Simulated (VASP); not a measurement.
NaH: single point with PBE

Crystal: NaH.

```xyz
2
Lattice="0.0000 2.4615 2.4615 2.4615 0.0000 2.4615 2.4615 2.4615 0.0000" Properties=species:S:1:pos:R:3 pbc="T T T"
Na    0.0000    0.0000    0.0000
H     2.4615    2.4615    2.4615
```

```
Program                : VASP 6.6.1
Task                   : single point
Functional             : PBE
Potentials or basis    : VASP PAW PBE potentials, release 64 (Na_pv, H)
Cutoff                 : 520 eV
k mesh                 : 8 × 8 × 8
Occupations            : gaussian, width 0.01 eV
Spin                   : no spin polarisation
Dipole correction      : no
Further INCAR settings : ALGO = Normal; EDIFF = 1e-07; NBANDS = 11
```

- Pressure: -1.2 GPa
- Band gap on the k mesh: 3.67 eV, indirect (least direct gap 4.50 eV)

Levels at points of the mesh, in eV from the valence-band top:
```tsv
k point	band 2	band 3	band 4	band 5	band 6	band 7
(0.00, 0.00, 0.00)	-22.20	-22.20	-3.46	9.94	15.19	15.19
(0.50, 0.00, 0.00)	-22.21	-22.21	-0.83	3.67	10.41	13.04
(0.50, 0.50, 0.00)	-22.23	-22.23	-0.16	4.53	9.83	10.34
```

It took 18 s on 1 thread of Intel Xeon 8259CL (shared host), peak memory 0.15 GiB.

A k mesh can miss the band edges.
